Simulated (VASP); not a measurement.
Here is a VASP 6.6.1 calculation.

The input POSCAR:

```
AlBSb2
1.0
   -2.8913598337      2.8913598337      5.5787629654
    2.8913598337     -2.8913598337      5.5787629654
    2.8913598337      2.8913598337     -5.5787629654
B Sb Al
2 4 2
Direct
    0.0000000000      0.0000000000      0.0000000000
    0.7500000000      0.2500000000      0.5000000000
    0.3750000000      0.3244154641      0.4494154641
    0.0744154641      0.6250000000     -0.0505845359
    0.8750000000      0.9255845359      0.5505845359
    0.6755845359      0.1250000000      0.0505845359
    0.5000000000      0.5000000000      0.0000000000
    0.2500000000      0.7500000000      0.5000000000
```

The input INCAR.step1:

```
SYSTEM = AlBSb2
PREC = Accurate
ENCUT = 520
ISMEAR = 0
SIGMA = 0.01
LREAL = .False.
LASPH = .True.
NELM = 80
NBANDS = 26
GGA = PE
ALGO = Normal
EDIFF = 1E-4
LWAVE = .True.
LCHARG = .False.
```

Contents of INCAR.step2:

```
SYSTEM = AlBSb2
PREC = Accurate
ENCUT = 520
EDIFF = 1E-7
ISMEAR = 0
SIGMA = 0.01
LREAL = .False.
LASPH = .True.
NELM = 80
ALGO = Normal
ISIF = 2
LWAVE = .False.
LCHARG = .False.
METAGGA = R2SCAN
LMIXTAU = .True.
NBANDS = 26
ISTART = 1
```

Contents of KPOINTS:

```
regular mesh
0
Gamma
  6 6 6
  0 0 0
```

Potentials or basis: VASP PAW PBE potentials, release 64 (B, Sb, Al).

Run with:

```sh
$ cat potpaw_PBE.64/B/POTCAR potpaw_PBE.64/Sb/POTCAR potpaw_PBE.64/Al/POTCAR > POTCAR
$ cp INCAR.step1 INCAR
$ mpirun -np 1 vasp_std > vasp.out
$ cp INCAR.step2 INCAR
$ mpirun -np 1 vasp_std > vasp.out
```

Task: Predict the band gap on the k mesh.

Result: 0.84 eV, indirect (least direct gap 0.95 eV).

Task: Estimate the largest force.

Result: 0.014 eV/Å.

Forces on the atoms (eV/Å):
```
B    0.000  0.000  0.000
B    0.000  0.000  0.000
Sb   0.014  0.000  0.000
Sb   0.000  0.014  0.000
Sb  -0.014  0.000  0.000
Sb   0.000 -0.014  0.000
Al   0.000  0.000  0.000
Al   0.000  0.000  0.000
```

Caveat: the PAW data sets were made with another functional, which shifts forces and pressure a little; spin-orbit coupling is left out, which moves the levels of the heavy elements. r2SCAN opens gaps a little over a GGA but as a rule still falls short of measured ones.
